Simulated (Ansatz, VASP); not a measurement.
## Si3W2: VASP beside Ansatz

```
Si W
1.0
     2.60958   -3.79963    0.00000
     2.60958    3.79963    0.00000
     0.00000    0.00000    4.88829
Si W
3 2
Direct
  0.00000 0.50000 0.50000
  0.50000 0.00000 0.50000
  0.00000 0.00000 0.50000
  0.00000 0.50000 0.00000
  0.50000 0.00000 0.00000
```

Alike in both runs: functional PBE; k mesh 10 × 10 × 8; occupations gaussian, width 0.1 eV; no spin polarisation.

Ansatz relaxed the structure, and its values are those at the end. VASP's run is a single point on that final structure, the one shown.

```csv
,VASP,Ansatz
version,VASP 6.6.1,Ansatz 0.2.0
potentials or method,"VASP PAW PBE potentials, release 64 (Si, W_sv), cutoff 520 eV","scalar-relativistic, plane waves, PAW"
valence electrons in the cell,40,40
```

```tsv
	VASP	Ansatz	Ansatz less VASP
gap on the k mesh at the Fermi level (eV)	none	none	-
pressure (GPa)	0.0	0.0	-0.05
```

A gap of «none» marks a metal or a gap that the smearing closes.

Neither program's run includes spin-orbit coupling.
